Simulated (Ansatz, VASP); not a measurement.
## Two plane-wave programs on NaF

File INCAR:

```
SYSTEM = NaF
ALGO = Normal ; EDIFF = 1E-6
ENCUT = 520 ; GGA = PS
ISIF = 2 ; ISMEAR = 0
LASPH = .TRUE. ; LCHARG = .FALSE.
LREAL = .FALSE. ; LWAVE = .FALSE.
NBANDS = 14 ; NELM = 100
PREC = Accurate ; SIGMA = 0.05
```

File KPOINTS:

```
k-points
0
G
  8 8 8
  0 0 0
```

The input POSCAR:

```
NaF
1.0
    0.0000000000      2.3813825000      2.2071350000
    2.3813825000      0.0000000000      2.2071350000
    2.3813825000      2.3813825000      0.0000000000
Na F
1 1
Direct
    0.0000000000      0.0000000000      0.0000000000
    0.5000000000      0.5000000000      0.5000000000
```

Input for Ansatz:

```yaml
crystal:
  lattice:
    - [0.0, 2.3813825, 2.207135]
    - [2.3813825, 0.0, 2.207135]
    - [2.3813825, 2.3813825, 0.0]
  atoms:
    - { symbol: Na, position: [0.0, 0.0, 0.0] }
    - { symbol: F, position: [0.5, 0.5, 0.5] }
basis:
  ecutwfc: 420
kpoints:
  mp_grid: { grid: [8, 8, 8] }
hamiltonian:
  xc: pbesol
scf:
  occupations: { method: gaussian, width: 0.05 }
output:
  forces: true
  stress: true
  eigenvalues: true
```

Change from the starting cell: strain +0.025 along x and y, -0.050 along z, atoms carried along.

Alike in both runs: task single point; functional PBEsol; k mesh 8 × 8 × 8; occupations gaussian, width 0.05 eV; no spin polarisation.

```csv
,VASP,Ansatz
version,VASP 6.6.1,Ansatz 0.2.0
potentials or method,"VASP PAW PBE potentials, release 64 (Na_pv, F), cutoff 520 eV","scalar-relativistic, plane waves, PAW"
valence electrons in the cell,14,16
```

Ansatz gave:

| Quantity | Value |
| --- | --- |
| gap on the k mesh at the Fermi level (eV) | 6.14 |
| least direct gap on the mesh (eV) | 6.14 |
| pressure (GPa) | 0.3 |
| traceless stress, the component that is largest in VASP (GPa) | 4.51 |

What did VASP give for the same quantities?

gap on the k mesh at the Fermi level (eV): 6.12; least direct gap on the mesh (eV): 6.12; pressure (GPa): 0.2; traceless stress, the component that is largest in VASP (GPa): 4.72.

VASP's potentials were made for PBE, not for PBEsol. VASP's potentials hold 14 valence electrons a cell and Ansatz's 16, so a difference there can come from the potentials and not from the codes.
